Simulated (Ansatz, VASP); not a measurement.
**One calculation of SrAl2Br2, two programs**

Contents of POSCAR:

```
SrAl2Br2
1.0
    2.2574510000      3.9100190000      0.0000000000
   -2.2574510000      3.9100190000      0.0000000000
    0.0000000000      0.0000000000      7.8426880000
Sr Br Al
1 2 2
Direct
    0.0000000000      0.0000000000      0.0000000000
    0.3333300000      0.3333400000      0.2684000000
    0.6666700000      0.6666600000      0.7316000000
    0.3333300000      0.3333400000      0.6383000000
    0.6666700000      0.6666600000      0.3617000000
```

INCAR.step1

```
SYSTEM = SrAl2Br2
ALGO = Normal ; EDIFF = 1E-4
ENCUT = 520 ; GGA = PE
ISMEAR = 0 ; ISYM = 0
LASPH = .TRUE. ; LCHARG = .FALSE.
LREAL = .FALSE. ; LWAVE = .TRUE.
NBANDS = 23 ; NELM = 100
PREC = Accurate ; SIGMA = 0.1049
```

INCAR.step2

```
SYSTEM = SrAl2Br2
ALGO = Normal ; EDIFF = 1E-6
ENCUT = 520 ; ISIF = 2
ISMEAR = 0 ; ISTART = 1
ISYM = 0 ; LASPH = .TRUE.
LCHARG = .FALSE. ; LMIXTAU = .TRUE.
LREAL = .FALSE. ; LWAVE = .FALSE.
METAGGA = R2SCAN ; NBANDS = 23
NELM = 100 ; PREC = Accurate
SIGMA = 0.1049
```

Contents of KPOINTS:

```
k-points
0
G
  5 5 3
  0 0 0
```

Input for Ansatz:

```yaml
crystal:
  lattice:
    - [2.257451, 3.910019, 0.0]
    - [-2.257451, 3.910019, 0.0]
    - [0.0, 0.0, 7.842688]
  atoms:
    - { symbol: Sr, position: [0.0, 0.0, 0.0] }
    - { symbol: Br, position: [0.33333, 0.33334, 0.2684] }
    - { symbol: Br, position: [0.66667, 0.66666, 0.7316] }
    - { symbol: Al, position: [0.33333, 0.33334, 0.6383] }
    - { symbol: Al, position: [0.66667, 0.66666, 0.3617] }
  symmetry: { detect: false }
kpoints:
  mp_grid: { grid: [5, 5, 3], shift: [0, 0, 0] }
magnetization:
  spin_polarized: false
scf:
  occupations: { method: gaussian, width: 0.1049 }
  mixing: { preconditioner: resta }
hamiltonian:
  pseudopotentials: { kind: paw }
  xc: r2scan
basis:
  ecutwfc: 500
output:
  forces: true
  stress: true
  eigenvalues: true
```

Alike in both runs: task single point; functional r2SCAN; k mesh 5 × 5 × 3; occupations gaussian, width 0.1049 eV; no spin polarisation.

|  | VASP | Ansatz |
| --- | --- | --- |
| version | VASP 6.6.1 | Ansatz 0.2.0 |
| potentials or method | VASP PAW PBE potentials, release 64 (Sr_sv, Br, Al), cutoff 520 eV | PAW plane waves |
| valence electrons in the cell | 30 | 30 |

```tsv
	VASP	Ansatz	Ansatz less VASP
gap on the k mesh at the Fermi level (eV)	none	none	-
pressure (GPa)	7.1	7.1	+0.07
traceless stress, the component that is largest in VASP (GPa)	-1.06	-1.10	-0.033
rms of the force components (eV/Å)	0.819	0.824	+0.0050
```

VASP's potentials were made for PBE, not for r2SCAN. Atom by atom the forces differ by 0.005 eV/Å (rms over components). A gap of «none» marks a metal or a gap that the smearing closes. The functional is the same, so the differences come from potentials, cutoffs and numerics.
